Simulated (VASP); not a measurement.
Write the native input for VASP 6.6.1 that does the following.

| Quantity | Value |
| --- | --- |
| Task | relaxation of cell and atoms |
| Functional | PBEsol |
| Potentials or basis | VASP PAW PBE potentials, release 64 (C) |
| Cutoff | 600 eV |
| k mesh | 18 × 18 × 6 |
| Occupations | fermi-dirac, width 0.15 eV |
| Spin | no spin polarisation |
| Target pressure | 6 GPa |
| Dipole correction | no |
| Further INCAR settings | ALGO = Normal; EDIFF = 1e-07; IBRION = 2; EDIFFG = -0.001; NSW = 80; ISIF = 3 |

The structure of C lies in POSCAR:

```
C
1.0
    1.2277356916     -2.1250910107      0.0000000000
    1.2277356916      2.1250910107      0.0000000000
    0.0000000000      0.0000000000      6.6524111717
C
4
Direct
    0.0833153575      0.9166846425      0.7500000000
    0.5833153575      0.4166846425      0.2500000000
    0.9166846425      0.0833153575      0.2500000000
    0.4166846425      0.5833153575      0.7500000000
```

The input as run:

INCAR

```
SYSTEM = C
  PREC = Accurate
  ENCUT = 600
  EDIFF = 1E-7
  ISMEAR = -1
  SIGMA = 0.15
  LREAL = .False.
  LASPH = .True.
  NELM = 100
  ALGO = Normal
  ISIF = 3
  LWAVE = .False.
  LCHARG = .False.
  GGA = PS
  IBRION = 2
  NSW = 80
  EDIFFG = -0.001
  PSTRESS = 60.0
```

KPOINTS

```
regular mesh
0
Gamma
  18 18 6
  0 0 0
```

Potentials or basis: VASP PAW PBE potentials, release 64 (C).

The run is started by

```console
$ cat potpaw_PBE.64/C/POTCAR > POTCAR
$ mpirun -np 1 vasp_std > vasp.out
```

It gave:

```yaml
Relaxed_volume: 8.00 Å³/atom
Relaxed_cell: a = 2.447 Å, b = 2.447 Å, c = 6.168 Å, α = 90.00°, β = 90.00°, γ = 119.93°
Space_group_after_relaxing_to_0.1_Å: Fmmm (No. 69)
Energy_change_on_relaxing_the_run_minimises_the_enthalpy: +15.0 meV/atom
Ionic_steps: 14
Pressure_after_relaxing: 6.0 GPa
Band_gap_on_the_k_mesh: zero (bands 8 and 9 overlap by 0.11 eV)
```

Caveat: the cell is relaxed towards a set pressure, so the run minimises the enthalpy, not the energy; this functional lacks dispersion, which binds layers or chains, so the pressure and a relaxed spacing across them are unreliable; the PAW data sets were made with another functional, which shifts forces and pressure a little.

Wall time 8.7 min on 1 thread of Intel(R) Xeon(R) 6975P-C (Granite Rapids), on a shared host, peak memory 0.28 GiB.
